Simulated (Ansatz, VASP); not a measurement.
## ZnSe: VASP beside Ansatz

The input POSCAR:

```
ZnSe
1.0
    0.0000000000      2.6902369582      2.9936413972
    2.6902369582      0.0000000000      2.9936413972
    2.6902369582      2.6902369582      0.0000000000
Zn Se
1 1
Direct
    0.0000000000      0.0000000000      0.0000000000
    0.2500000000      0.2500000000      0.2500000000
```

The input INCAR.step1:

```
ALGO     = Normal         # electronic algorithm
EDIFF    = 1E-5           # SCF threshold, eV
ENCUT    = 400            # plane-wave cutoff, eV
GGA      = PE             # functional
GGA_COMPAT= False        
ISIF     = 2              # what is computed and relaxed
ISMEAR   = 0              # smearing method
LASPH    = True           # aspherical terms in the spheres
LCHARG   = False          # write CHGCAR
LREAL    = False          # projectors in reciprocal space
LWAVE    = True           # write WAVECAR
NBANDS   = 16             # bands
NELM     = 120            # most SCF steps
PREC     = Accurate       # precision mode
SIGMA    = 0.01           # smearing width, eV
```

The input INCAR.step2:

```
ALGO     = Normal         # electronic algorithm
EDIFF    = 1E-6           # SCF threshold, eV
ENCUT    = 400            # plane-wave cutoff, eV
GGA      = PE             # functional
GGA_COMPAT= False        
HFSCREEN = 0.2079         # screening, 1/A
ISIF     = 2              # what is computed and relaxed
ISMEAR   = 0              # smearing method
ISTART   = 1            
LASPH    = True           # aspherical terms in the spheres
LCHARG   = False          # write CHGCAR
LHFCALC  = True           # exact exchange
LREAL    = False          # projectors in reciprocal space
LWAVE    = False          # write WAVECAR
NBANDS   = 16             # bands
NELM     = 120            # most SCF steps
PREC     = Accurate       # precision mode
PRECFOCK = Normal       
SIGMA    = 0.01           # smearing width, eV
```

Contents of KPOINTS:

```
k-points
0
Gamma
  6 6 6
```

Input for Ansatz:

```yaml
crystal:
  lattice:
    - [0.0, 2.6902369582, 2.9936413972]
    - [2.6902369582, 0.0, 2.9936413972]
    - [2.6902369582, 2.6902369582, 0.0]
  atoms:
    - { symbol: Zn, position: [0.0, 0.0, 0.0] }
    - { symbol: Se, position: [0.25, 0.25, 0.25] }
kpoints:
  mp_grid: { grid: [6, 6, 6] }
  band_path:
    path:
      - [0.0, 0.0, 0.0]
      - [-0.5, -0.5, 0.0]
      - [-0.375, -0.375, 0.25]
      - [-0.375, 0.0, 0.375]
      - [0.0, 0.0, 0.5]
      - [-0.5, -0.25, 0.25]
    npoints: 1
hamiltonian:
  xc: hse06
scf:
  occupations: { method: fixed }
  n_extra_bands: 4
output:
  forces: true
  stress: true
  eigenvalues: true
  write_density: true
  write_potential: true
  elf: true
  volumetric_format: npy
```

Change from the starting cell: epitaxial_xy strain -5.0%.

Alike in both runs: task single point; functional HSE06; k mesh 6 × 6 × 6; no spin polarisation.

|  | VASP | Ansatz |
| --- | --- | --- |
| version | VASP 6.6.1 | Ansatz 0.2.0 |
| potentials or method | VASP PAW PBE potentials, release 64 (Zn, Se) | plane waves, PAW |
| plane-wave cutoff (eV) | 400 | 420 |
| occupations | gaussian, width 0.01 eV | fixed |
| valence electrons in the cell | 18 | 28 |

```csv
,VASP,Ansatz,Ansatz less VASP
gap on the k mesh at the Fermi level (eV),2.40,2.41,+0.010
pressure (GPa),4.3,4.5,+0.28
"traceless stress, the component that is largest in VASP (GPa)",-3.13,-3.13,+0.001
```

VASP's potentials hold 18 valence electrons a cell and Ansatz's 28, so a difference there can come from the potentials and not from the codes. Ansatz's warnings: stress exchange threshold loose, stress scf threshold loose.
